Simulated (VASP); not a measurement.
# LiC3 (P6/mmm) in VASP: notebook

LiC3 is run at these levels: PBE; tasks: single point, relaxation of cell and atoms.

Program: VASP 6.6.1. These are calculated values, not measurements. Logs are shortened: lines on timing, memory, paths and dates and some standing lists are left out, and cuts for length are marked.

### Step 1. The cell of the first run

It takes space group P6/mmm (No. 191, hexagonal). Conventional cell: a = 4.394 Å, b = 4.394 Å, c = 3.603 Å, α = 90.00°, β = 90.00°, γ = 120.00°. Within 3.1 Å of Li (site symmetry -6m2) lie 12 C at 2.32 Å and 3 Li at 2.54 Å. C (site symmetry m2m) has 3 C at 1.46 to 1.47 Å within 1.9 Å.

### Step 2. Single point, PBE

INCAR

```
SYSTEM = LiC3
PREC = Accurate ; ENCUT = 520
EDIFF = 1E-6 ; ISMEAR = 0
SIGMA = 0.1 ; LREAL = .False.
LASPH = .True. ; NELM = 100
ALGO = Normal ; ISIF = 2
LWAVE = .False. ; LCHARG = .False.
GGA = PE ; NBANDS = 25
```

KPOINTS

```
Automatic mesh
0
Gamma
  12 12 10
  0 0 0
```

POSCAR

```
LiC3
1.0
    4.3942962154      0.0000000000      0.0000000000
   -2.1971481077      3.8055721543      0.0000000000
    0.0000000000      0.0000000000      3.6027897076
Li C
2 6
Direct
    0.3333333333      0.6666666667      0.5000000000
    0.6666666667      0.3333333333      0.5000000000
    0.3324143851      0.3324143851      0.0000000000
    0.0000000000      0.6675856149      0.0000000000
    0.6675856149      0.0000000000      0.0000000000
    0.0000000000      0.3324143851      0.0000000000
    0.6675856149      0.6675856149      0.0000000000
    0.3324143851      0.0000000000      0.0000000000
```

Potentials or basis: VASP PAW PBE potentials, release 64 (Li_sv, C).

The run is started by

```sh
> cat potpaw_PBE.64/Li_sv/POTCAR potpaw_PBE.64/C/POTCAR > POTCAR
> mpirun -np 1 vasp_std > vasp.out
```

OUTCAR:

```text
SYSTEM = LiC3
   PREC = Accurate
   ENCUT = 520
   EDIFF = 1E-6
   ISMEAR = 0
   LREAL = .False.
   LASPH = .True.
   NELM = 100
   ISIF = 2
   GGA = PE

 ion  position               nearest neighbor table
   1  0.333  0.667  0.500-   4 2.32   4 2.32   8 2.32   8 2.32   5 2.32   5 2.32   6 2.32   6 2.32
                             7 2.32   7 2.32   3 2.32   3 2.32   2 2.54   2 2.54   2 2.54
   2  0.667  0.333  0.500-   6 2.32   6 2.32   5 2.32   5 2.32   8 2.32   8 2.32   4 2.32   4 2.32
                             3 2.32   3 2.32   7 2.32   7 2.32   1 2.54   1 2.54   1 2.54
   3  0.332  0.332  0.000-   6 1.46   8 1.46   7 1.47   2 2.32   2 2.32   1 2.32   1 2.32
   4  0.000  0.668  0.000-   7 1.46   8 1.46   6 1.47   1 2.32   1 2.32   2 2.32   2 2.32
   5  0.668  0.000  0.000-   6 1.46   7 1.46   8 1.47   2 2.32   2 2.32   1 2.32   1 2.32
   6  0.000  0.332  0.000-   3 1.46   5 1.46   4 1.47   2 2.32   2 2.32   1 2.32   1 2.32
   7  0.668  0.668  0.000-   4 1.46   5 1.46   3 1.47   1 2.32   1 2.32   2 2.32   2 2.32
   8  0.332  0.000  0.000-   3 1.46   4 1.46   5 1.47   1 2.32   1 2.32   2 2.32   2 2.32

  LATTYP: Found a hexagonal cell.
 ALAT       =     4.3942962154
 C/A-ratio  =     0.8198786634

  Lattice vectors:

 A1 = (   4.3942962154,   0.0000000000,   0.0000000000)
 A2 = (  -2.1971481077,   3.8055721543,   0.0000000000)
 A3 = (   0.0000000000,   0.0000000000,   3.6027897076)

Analysis of symmetry for initial positions (statically):
=====================================================================
 Subroutine PRICEL returns:
 Original cell was already a primitive cell.

 Routine SETGRP: Setting up the symmetry group for a
 hexagonal supercell.

 Subroutine GETGRP returns: Found 24 space group operations
 (whereof 24 operations were pure point group operations)
 out of a pool of 24 trial point group operations.

The static configuration has the point symmetry D_6h.

Analysis of symmetry for dynamics (positions and initial velocities):
=====================================================================
 Subroutine PRICEL returns:
 Original cell was already a primitive cell.

 Routine SETGRP: Setting up the symmetry group for a
 hexagonal supercell.

 Subroutine GETGRP returns: Found 24 space group operations
 (whereof 24 operations were pure point group operations)
 out of a pool of 24 trial point group operations.

The dynamic configuration has the point symmetry D_6h.

 Subroutine INISYM returns: Found 24 space group operations
 (whereof 24 operations are pure point group operations),
 and found     1 'primitive' translations

----------------------------------------------------------------------------------------

                                     Primitive cell

  volume of cell :      60.2488

  direct lattice vectors                    reciprocal lattice vectors
     4.394296215  0.000000000  0.000000000     0.227567727  0.131386288  0.000000000
    -2.197148108  3.805572154  0.000000000     0.000000000  0.262772576  0.000000000
     0.000000000  0.000000000  3.602789708     0.000000000  0.000000000  0.277562689

  length of vectors
     4.394296215  4.394296215  3.602789708     0.262772576  0.262772576  0.277562689

  position of ions in fractional coordinates (direct lattice)
     0.333333333  0.666666667  0.500000000
     0.666666667  0.333333333  0.500000000
     0.332414385  0.332414385  0.000000000
     1.000000000  0.667585615  0.000000000
     0.667585615  0.000000000  0.000000000
     1.000000000  0.332414385  0.000000000
     0.667585615  0.667585615  0.000000000
     0.332414385  0.000000000  0.000000000

  ion indices of the primitive-cell ions
   primitive index   ion index
                 1           1
                 2           2
                 3           3
                 4           4
                 5           5
                 6           6
                 7           7
                 8           8

----------------------------------------------------------------------------------------

 KPOINTS: Automatic mesh

Automatic generation of k-mesh.
 Grid dimensions read from file:
 generate k-points for:   12   12   10

 Generating k-lattice:

  Cartesian coordinates                     Fractional coordinates (reciprocal lattice)
     0.018963977  0.010948857  0.000000000     0.083333333  0.000000000  0.000000000
     0.000000000  0.021897715  0.000000000     0.000000000  0.083333333  0.000000000
     0.000000000  0.000000000  0.027756269     0.000000000  0.000000000  0.100000000

  Length of vectors
     0.021897715  0.021897715  0.027756269

  Shift w.r.t. Gamma in fractional coordinates (k-lattice)
     0.000000000  0.000000000  0.000000000

 Subroutine IBZKPT returns following result:
 ===========================================

 Found    114 irreducible k-points:

 Following reciprocal coordinates:
            Coordinates               Weight
  0.000000  0.000000  0.000000      1.000000
  0.083333  0.000000  0.000000      6.000000
  0.166667  0.000000  0.000000      6.000000
  0.250000 -0.000000  0.000000      6.000000
  0.333333  0.000000  0.000000      6.000000
  0.416667 -0.000000  0.000000      6.000000
[... 16 lines left out ...]
  0.250000 -0.000000  0.100000     12.000000
  0.333333  0.000000  0.100000     12.000000
 [... further k-points ...]
   k-points           NKPTS =    114   k-points in BZ     NKDIM =    114   number of bands    NBANDS=     25
   number of dos      NEDOS =    301   number of ions     NIONS =      8
   total plane-waves  NPLWV =  36288
   dimension x,y,z NGX =    36 NGY =   36 NGZ =   28
   dimension x,y,z NGXF=    72 NGYF=   72 NGZF=   56
   ions per type =               2   6
   NGX,Y,Z   is equivalent  to a cutoff of  13.62, 13.62, 12.92 a.u.
   NGXF,Y,Z  is equivalent  to a cutoff of  27.24, 27.24, 25.84 a.u.
 SYSTEM =  LiC3
   PREC   = accura    normal or accurate (medium, high low for compatibility)
   ISTART =      0    job   : 0-new  1-cont  2-samecut
   ICHARG =      2    charge: 1-file 2-atom 10-const
   ISPIN  =      1    spin polarized calculation?
   LNONCOLLINEAR =      F non collinear calculations
   LSORBIT =      F    spin-orbit coupling
   LASPH  =      T    aspherical Exc in radial PAW
   ENCUT  =  520.0 eV  38.22 Ry    6.18 a.u.   8.17  8.17  6.70*2*pi/ulx,y,z
   NELM   =    100;   NELMIN=  2; NELMDL= -5     # of ELM steps
   EDIFF  = 0.1E-05   stopping-criterion for ELM
   LREAL  =      F    real-space projection
   EDIFFG = 0.1E-04   stopping-criterion for IOM
   NSW    =      0    number of steps for IOM
   IBRION =     -1    ionic relax: 0-MD 1-quasi-New 2-CG
   NFREE  =      0    steps in history (QN), initial steepest desc. (CG)
   ISIF   =      2    stress and relaxation
   ISYM   =      2    0-nonsym 1-usesym 2-fastsym
   POTIM  = 0.5000    time-step for ionic-motion
   TEBEG  =    0.0;   TEEND  =   0.0 temperature during run
   PSTRESS=    0.0 pullay stress
   NELECT =      30.0000    total number of electrons
   NUPDOWN=      -1.0000    fix difference up-down
   EMIN   =  10.00;   EMAX   =-10.00  energy-range for DOS
   EFERMI =   0.00;   METHOD = LEGACY
   ISMEAR =     0;   SIGMA  =   0.10  broadening in eV -4-tet -1-fermi 0-gaus
   EFERMI_NEDOS =   21; number of points for ismear=-14 and -15
   IALGO  =     38    algorithm
   IMIX   =      4    mixing-type and parameters
     AMIX     =   0.40;   BMIX     =  1.00
     AMIX_MAG =   1.60;   BMIX_MAG =  1.00
  volume/ion in A,a.u.               =       7.53        50.82
  Fermi-wavevector in a.u.,A,eV,Ry     =   1.297575  2.452061 22.908146  1.683701
  Thomas-Fermi vector in A             =   2.428959
   LORBIT       =      0    0 simple, 1 ext, 2 COOP (PROOUT), +10 PAW based schemes
   GGA     = PE    functional components
   LHFCALC =     F    Hartree Fock is set to
   AEXX    =    0.0000 exact exchange contribution
   IVDW    =     0    specifies the selected vdW correction
   LEPSILON=     F    determine dielectric tensor
   LRPA    =     F    only Hartree local field effects (RPA)
 non-spin polarized calculation
 Gauss-broadening in eV      SIGMA  =   0.10
  energy-cutoff  :      520.00
  volume of cell :       60.25
 maximum number of plane-waves:      1651
 NGX is ok and might be reduce to    36
   NGX = 17   NGY = 17   NGZ = 13

 number of electron      30.0000013 magnetization

 Free energy of the ion-electron system (eV)
  ---------------------------------------------------
  ext. energy  EPLUGINS =         0.00000000
  ---------------------------------------------------
  free energy    TOTEN  =       -58.65294725 eV

  energy without entropy =      -58.64983896  energy(sigma->0) =      -58.65139310

 E-fermi :   7.8124     XC(G=0): -10.9488

 val. band max:        7.7622579048   @ k =   0.2500   0.0833   0.4000
 cond. band min:       7.8289126718   @ k =   0.1667   0.1667   0.2000
 fundamental gap:      0.0666547670
 Fermi energy:         7.8123564669

 k-point     1 :       0.0000    0.0000    0.0000
  band No.  band energies     occupation
      1     -40.1761      2.00000
      2     -40.1075      2.00000
      3     -13.0741      2.00000
      4      -6.6471      2.00000
      5      -6.6471      2.00000
      6      -6.3754      2.00000
[... 17 lines left out ...]
     24      14.9440      0.00000
     25      16.4036      0.00000

 k-point     2 :       0.0833    0.0000    0.0000
  band No.  band energies     occupation
      1     -40.1751      2.00000
      2     -40.1085      2.00000
      3     -13.0222      2.00000
      4      -7.2586      2.00000
      5      -7.0407      2.00000
      6      -6.1953      2.00000
[... 17 lines left out ...]
     24      15.1324      0.00000
     25      16.4887      0.00000
[... 586 lines left out ...]
     24      15.9541      0.00000
     25      16.1837      0.00000

 k-point    24 :       0.3333    0.0000    0.1000
  band No.  band energies     occupation
      1     -40.1612      2.00000
      2     -40.1217      2.00000
      3     -12.2386      2.00000
      4      -9.8123      2.00000
      5      -7.9946      2.00000
      6      -6.6828      2.00000
[... 17 lines left out ...]
     24      16.3466      0.00000
     25      16.3620      0.00000

 [... further k-points ...]

------------------------ aborting loop because EDIFF is reached ----------------------------------------

  FORCE on cell =-STRESS in cart. coord.  units (eV):
  Direction    XX          YY          ZZ          XY          YZ          ZX
  --------------------------------------------------------------------------------------
  -------------------------------------------------------------------------------------
  Total        0.1724779      0.1724779     -0.0489926      0.0000000      0.0000000     -0.0000000
  in kB        4.5866537      4.5866537     -1.3028460      0.0000000      0.0000000     -0.0000000
  external PRESSURE =       2.6234871 kB  Pullay stress =       0.0000000 kB

 VOLUME and BASIS-vectors are now :
 -----------------------------------------------------------------------------
  energy-cutoff  :      520.00
  volume of cell :       60.25
      direct lattice vectors                 reciprocal lattice vectors
     4.394296215  0.000000000  0.000000000     0.227567727  0.131386288  0.000000000
    -2.197148108  3.805572154  0.000000000     0.000000000  0.262772576  0.000000000
     0.000000000  0.000000000  3.602789708     0.000000000  0.000000000  0.277562689

 POSITION                                       TOTAL-FORCE (eV/Angst)
 -----------------------------------------------------------------------------------
     -0.00000      2.53705      1.80139        -0.000000      0.000000      0.000000
      2.19715      1.26852      1.80139        -0.000000      0.000000      0.000000
      0.73036      1.26503      0.00000        -0.000293     -0.000508     -0.000000
     -1.46678      2.54055      0.00000        -0.000293      0.000508     -0.000000
      2.93357      0.00000      0.00000         0.000587      0.000000      0.000000
     -0.73036      1.26503      0.00000         0.000293     -0.000508     -0.000000
      1.46678      2.54055      0.00000         0.000293      0.000508      0.000000
      1.46073      0.00000      0.00000        -0.000587      0.000000      0.000000
 -----------------------------------------------------------------------------------
    total drift:                                0.000000      0.000000      0.000000

  FREE ENERGIE OF THE ION-ELECTRON SYSTEM (eV)
  ---------------------------------------------------
  free  energy   TOTEN  =       -58.6529472489 eV

  energy  without entropy=      -58.6498389571  energy(sigma->0) =      -58.65139310
```

Run time: 60 s. Hardware: 1 thread of Intel Xeon 6975P-C (Granite Rapids), shared host; peak memory 0.25 GiB.

Results:

| Property | Result |
| --- | --- |
| Free energy | -58.6529 eV |
| Band gap on the k mesh | zero (band 15 reaches 10.04 eV, above the bottom of band 16 at 4.70 eV) |

Levels at points of the mesh, in eV from the Fermi level:
```csv
k point,band 12,band 13,band 14,band 15,band 16,band 17,band 18,band 19
"(0.00, 0.00, 0.00)",-4.74,-1.95,-1.95,-1.67,-1.67,0.98,4.90,4.90
"(0.50, 0.00, 0.00)",-7.08,-6.72,-4.02,-0.36,1.65,2.84,3.72,4.11
"(0.00, 0.00, 0.50)",-4.71,-3.87,-3.87,-3.12,-3.12,5.88,5.88,6.07
"(0.50, 0.00, 0.50)",-7.96,-7.80,-5.84,-1.40,2.94,2.99,4.39,6.93
```

Caveat: the cutoff is under 1.25 times the usual one of these potentials, so pressure, stress and relaxed cells hold a basis-set (Pulay) error.

### Step 3. Single point, PBE

INCAR

```
SYSTEM = LiC3
ALGO = Normal
EDIFF = 1E-6
ENCUT = 520
GGA = PE
ISIF = 2
ISMEAR = 0
LASPH = .True.
LCHARG = .False.
LREAL = .False.
LWAVE = .False.
NBANDS = 25
NELM = 100
PREC = Accurate
SIGMA = 0.1
```

KPOINTS

```
k-points
0
Gamma
  12 12 10
  0 0 0
```

POSCAR is that of step 2.

Potentials or basis: VASP PAW PBE potentials, release 64 (Li_sv, C).

The run is started by

```sh
> cat potpaw_PBE.64/Li_sv/POTCAR potpaw_PBE.64/C/POTCAR > POTCAR
> mpirun -np 1 vasp_std > vasp.out
```

Wall time 62 s (1 thread of Intel Xeon 6975P-C (Granite Rapids), shared host); peak memory 0.25 GiB.

Results (log left out):

| Property | Result |
| --- | --- |
| Free energy | -58.6529 eV |
| Band gap on the k mesh | zero (band 15 reaches 10.04 eV, above the bottom of band 16 at 4.70 eV) |

Levels at points of the mesh, in eV from the Fermi level:
```csv
k point,band 11,band 12,band 13,band 14,band 15,band 16,band 17,band 18,band 19,band 20
"(0.00, 0.00, 0.00)",-4.74,-4.74,-1.95,-1.95,-1.67,-1.67,0.98,4.90,4.90,5.56
"(0.50, 0.00, 0.00)",-7.83,-7.08,-6.72,-4.02,-0.36,1.65,2.84,3.72,4.11,4.12
"(0.00, 0.00, 0.50)",-4.71,-4.71,-3.87,-3.87,-3.12,-3.12,5.88,5.88,6.07,7.60
"(0.50, 0.00, 0.50)",-8.05,-7.96,-7.80,-5.84,-1.40,2.94,2.99,4.39,6.93,7.12
```

Caveat: the cutoff is under 1.25 times the usual one of these potentials, so pressure, stress and relaxed cells hold a basis-set (Pulay) error.

(Continued in part 2 of 2.)
